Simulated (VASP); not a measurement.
Ta: electric field gradients with r2SCAN

The system is Ta.

```
CELL_PARAMETERS angstrom
-1.65128 1.65128 1.65128
1.65128 -1.65128 1.65128
1.65128 1.65128 -1.65128
ATOMIC_POSITIONS crystal
Ta 0.00000 0.00000 0.00000
```

```yaml
Program: VASP 6.6.1
Task: electric field gradients
Functional: r2SCAN
Potentials_or_basis: VASP PAW PBE potentials, release 64 (Ta_pv)
Cutoff: 520 eV
k_mesh: 17 × 17 × 17
Occupations: fermi-dirac, width 0.08 eV
Spin: no spin polarisation
Dipole_correction: no
Further_INCAR_settings: ALGO = Normal; EDIFF = 1e-08; NBANDS = 12
```

```
Pressure                                : 1.2 GPa
Band gap on the k mesh                  : zero (an odd number of electrons rules out a gap without spin polarisation)
Largest electric field gradient by atom : under 0.05 V/Å² on every atom
```

Levels at points of the mesh, in eV from the Fermi level:
```
           k point  band 2  band 3  band 4  band 5  band 6  band 7  band 8  band 9  band 10  band 11
(0.00, 0.00, 0.00)  -34.23  -34.23   -8.34    0.84    0.84    0.84    4.32    4.32    12.11    15.77
```

It took 2.1 min on 1 thread of Intel(R) Xeon(R) Platinum 8488C (Sapphire Rapids) (shared host), peak memory 0.17 GiB.

Caveat: the PAW data sets were made with another functional, which shifts forces and pressure a little; spin-orbit coupling is left out, which moves the levels of the heavy elements.
